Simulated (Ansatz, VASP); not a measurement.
# One calculation of Al2Pt, two programs

```xyz
3
Lattice="4.4482 0.0000 0.0000 -2.2241 3.8522 0.0000 0.0000 0.0000 3.2791" Properties=species:S:1:pos:R:3 pbc="T T T"
Al    0.0000    2.5682    0.0000
Al    2.2241    1.2841    0.0000
Pt    0.0000    0.0000    0.0000
```

Alike in both runs: functional PBE; k mesh 6 × 6 × 5; occupations gaussian, width 0.2 eV; no spin polarisation.

Ansatz relaxed the structure, and its values are those at the end. VASP's run is a single point on that final structure, the one shown.

|  | VASP | Ansatz |
| --- | --- | --- |
| version | VASP 6.6.1 | Ansatz 0.2.0 |
| potentials or method | VASP PAW PBE potentials, release 64 (Al, Pt), cutoff 500 eV | scalar-relativistic, plane waves, PAW |
| valence electrons in the cell | 16 | 24 |

Ansatz gave:

- gap on the k mesh at the Fermi level (eV): none
- pressure (GPa): -0.1

**Question.** Which values does VASP return?

**Answer.** gap on the k mesh at the Fermi level (eV): none; pressure (GPa): -0.2.

A gap of «none» marks a metal or a gap that the smearing closes. VASP's potentials hold 16 valence electrons a cell and Ansatz's 24, so a difference there can come from the potentials and not from the codes.

The k mesh is coarse, so the values compare programs but aren't converged. Neither program's run includes spin-orbit coupling.
